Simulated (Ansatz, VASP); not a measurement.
# Two plane-wave programs on Al2Cu

```
Al Cu
1.0
    -2.03034    2.03034    2.85109
     2.03034   -2.03034    2.85109
     2.03034    2.03034   -2.85109
Al Cu
2 1
Direct
  0.75000 0.25000 0.50000
  0.25000 0.75000 0.50000
  0.50000 0.50000 0.00000
```

Change from the starting cell: shortest bond scaled by 1, PAW files.

Alike in both runs: task electric field gradients; functional r2SCAN; k mesh 10 × 10 × 10; occupations fermi-dirac, width 0.05 eV; no spin polarisation.

```csv
,VASP,Ansatz
version,VASP 6.6.1,Ansatz 0.2.0
potentials or method,"VASP PAW PBE potentials, release 64 (Al, Cu)","PAW with Ansatz's default frozen-core files, scalar-relativistic"
plane-wave cutoff (eV),520,500
valence electrons in the cell,17,25
```

|  | VASP | Ansatz | Ansatz less VASP |
| --- | --- | --- | --- |
| pressure (GPa) | 0.2 | 0.3 | +0.12 |
| traceless stress, the component that is largest in VASP (GPa) | 0.64 | 0.65 | +0.006 |
| size of Vzz on the site where it differs most (V/Å²) | 0.7 | 0.7 | -0.08 |

VASP's potentials were made for PBE, not for r2SCAN. VASP's potentials hold 17 valence electrons a cell and Ansatz's 25, so a difference there can come from the potentials and not from the codes.
